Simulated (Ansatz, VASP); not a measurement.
This is a calculation of Sn for Ansatz 0.2.0.

input.yaml

```yaml
crystal:
  lattice:
    - [-1.7604013028, 1.810370488, 2.3842034864]
    - [1.7604013028, -1.810370488, 2.3842034864]
    - [1.7604013028, 1.810370488, -2.3842034864]
  atoms:
    - { symbol: Sn, position: [0.0, 0.0, 0.0] }
kpoints:
  mp_grid: { grid: [11, 11, 11] }
scf:
  occupations: { method: fermi_dirac, width: 0.05 }
hamiltonian:
  xc: lda
  pseudopotentials: { kind: all_electron, lapw: { basis_error: 0.001 } }
output:
  forces: true
  stress: true
  eigenvalues: true
```

Potentials or basis: all-electron LAPW, scalar-relativistic.

The run is started by

```sh
$ ansatz run input.yaml --threads 1 --pin off --max-ram 3072MiB --backend cpu --events-out ev --progress --plain --runs-dir out
```

Q: Set up the same calculation for VASP 6.6.1. Potentials there: VASP PAW LDA potentials, release 64 (Sn_d).

A: As run (the cutoff follows the program's own potentials):

The input INCAR:

```
PREC     = Accurate       # precision mode
ENCUT    = 520            # plane-wave cutoff, eV
EDIFF    = 1E-6           # SCF threshold, eV
ISMEAR   = -1             # smearing method
SIGMA    = 0.05           # smearing width, eV
LREAL    = F              # projectors in reciprocal space
LASPH    = T              # aspherical terms in the spheres
NELM     = 60             # most SCF steps
ALGO     = Normal         # electronic algorithm
ISIF     = 2              # what is computed and relaxed
LWAVE    = F              # write WAVECAR
LCHARG   = F              # write CHGCAR
NBANDS   = 13             # bands
```

KPOINTS

```
Automatic mesh
0
Gamma
  11 11 11
```

The input POSCAR:

```
Sn
1.0
   -1.7604013028      1.8103704880      2.3842034864
    1.7604013028     -1.8103704880      2.3842034864
    1.7604013028      1.8103704880     -2.3842034864
Sn
1
Direct
    0.0000000000      0.0000000000      0.0000000000
```

Potentials or basis: VASP PAW LDA potentials, release 64 (Sn_d).

Run with:

```console
$ cat potpaw_LDA.64/Sn_d/POTCAR > POTCAR
$ mpirun -np 1 vasp_std > vasp.out
```

Both were run:

|  | VASP | Ansatz | Ansatz less VASP |
| --- | --- | --- | --- |
| gap on the k mesh at the Fermi level (eV) | none | none | - |
| pressure (GPa) | -6.6 | -6.6 | +0.04 |
| traceless stress, the component that is largest in VASP (GPa) | -0.90 | -0.90 | -0.003 |

LDA's correlation is that of Perdew and Zunger in VASP and of Perdew and Wang (1992) in Ansatz. A gap of «none» marks a metal or a gap that the smearing closes. Ansatz ran all-electron here, and VASP with PAW potentials.
